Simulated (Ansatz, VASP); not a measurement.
**La2O3 in VASP and in Ansatz**

```xyz
5
Lattice="3.8505 0.0000 0.0000 -1.9253 3.3347 0.0000 0.0000 0.0000 5.9872" Properties=species:S:1:pos:R:3 pbc="T T T"
La    0.0000    2.2231    1.4743
La    1.9253    1.1116    4.5129
O     0.0000    0.0000    0.0000
O     0.0000    2.2231    3.8671
O     1.9253    1.1116    2.1201
```

Change from the starting cell: volume scaled by 0.94.

Alike in both runs: task single point; functional PBE; k mesh 8 × 8 × 5; occupations fermi-dirac, width 0.05 eV; no spin polarisation.

```csv
,VASP,Ansatz
version,VASP 6.6.1,Ansatz 0.2.0
potentials or method,"VASP PAW PBE potentials, release 64 (La, O), cutoff 520 eV","all-electron LAPW, scalar-relativistic"
```

Ansatz gave:

| Property | Result |
| --- | --- |
| gap on the k mesh at the Fermi level (eV) | 3.92 |
| least direct gap on the mesh (eV) | 4.03 |
| pressure (GPa) | 11.6 |
| traceless stress, the component that is largest in VASP (GPa) | -1.34 |
| rms of the force components (eV/Å) | 0.192 |

Problem. Estimate VASP's values.

Solution. gap on the k mesh at the Fermi level (eV): 3.93; least direct gap on the mesh (eV): 4.04; pressure (GPa): 11.2; traceless stress, the component that is largest in VASP (GPa): -1.29; rms of the force components (eV/Å): 0.187.

Atom by atom the forces differ by 0.005 eV/Å (rms over components). Ansatz ran all-electron here, and VASP with PAW potentials.

Neither program's run includes spin-orbit coupling.
